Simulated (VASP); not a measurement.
Here is a VASP 6.6.1 calculation.

File INCAR:

```
SYSTEM = Pt3Rh
PREC = Accurate ; ENCUT = 520
EDIFF = 1E-6 ; ISMEAR = 0
SIGMA = 0.15 ; LREAL = .False.
LASPH = .True. ; NELM = 150
ALGO = Normal ; ISIF = 2
LWAVE = .False. ; LCHARG = .True.
MAGMOM = 0 0 0 0 0 0 0 0 0 0 0 0 ; LORBIT = 11
LSORBIT = .True. ; GGA_COMPAT = .False.
LORBMOM = .True. ; LMAXMIX = 4
GGA = PS ; LVHAR = .True.
NBANDS = 59
```

Contents of KPOINTS:

```
regular mesh
0
Gamma
  6 6 6
  0 0 0
```

File POSCAR:

```
Pt3Rh
1.0
    3.9098690000      0.0000000000      0.0000000000
    0.0000000000      3.9098690000      0.0000000000
    0.0000000000      0.0000000000      3.9098690000
Rh Pt
1 3
Direct
    0.5000000000      0.5000000000      0.5000000000
    0.5000000000      0.0000000000      0.0000000000
    0.0000000000      0.5000000000      0.0000000000
    0.0000000000      0.0000000000      0.5000000000
```

Potentials or basis: VASP PAW PBE potentials, release 64 (Rh_pv, Pt).

The run is started by

```console
$ cat potpaw_PBE.64/Rh_pv/POTCAR potpaw_PBE.64/Pt/POTCAR > POTCAR
$ mpirun -np 1 vasp_ncl > vasp.out
```

**Question.** What does it give for the pressure?

**Answer.** -5.1 GPa.

**Question.** What does it give for the net moment?

**Answer.** 0.00 μB per cell.

Moments on the atoms (μB; x, y, z):
```
Rh  0.00 0.00 0.00
Pt  0.00 0.00 0.00
Pt  0.00 0.00 0.00
Pt  0.00 0.00 0.00
```

Caveat: the cell stands under tension; the PAW data sets were made with another functional, which shifts forces and pressure a little.
